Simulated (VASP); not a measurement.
A run of VASP 6.6.1:

File INCAR:

```
  PREC = Accurate
  ENCUT = 520
  EDIFF = 1E-6
  ISMEAR = 0
  SIGMA = 0.15
  LREAL = F
  LASPH = T
  NELM = 60
  ALGO = Fast
  ISIF = 2
  LWAVE = F
  LCHARG = F
  GGA = PE
  NBANDS = 19
```

KPOINTS

```
Automatic mesh
0
Gamma
  24 24 10
```

The input POSCAR:

```
Zn
1.0
    2.6248260824      0.0000000000      0.0000000000
   -1.3124130412      2.2731660679      0.0000000000
    0.0000000000      0.0000000000      5.0209005000
Zn
2
Direct
    0.3333333333      0.6666666667      0.2500000000
    0.6666666667      0.3333333333      0.7500000000
```

Potentials or basis: VASP PAW PBE potentials, release 64 (Zn).

The run is started by

```console
$ cat potpaw_PBE.64/Zn/POTCAR > POTCAR
$ mpirun -np 1 vasp_std > vasp.out
```

Hardware: 1 thread of AMD EPYC 7R13 Processor (Zen 3), with other jobs on the host.

Problem. How long does it take, and how much memory?

Solution. It took 120 s on 1 thread of AMD EPYC 7R13 Processor (Zen 3), with other jobs on the host, peak memory 0.24 GiB. Counts: scf iterations 12, k points 366.
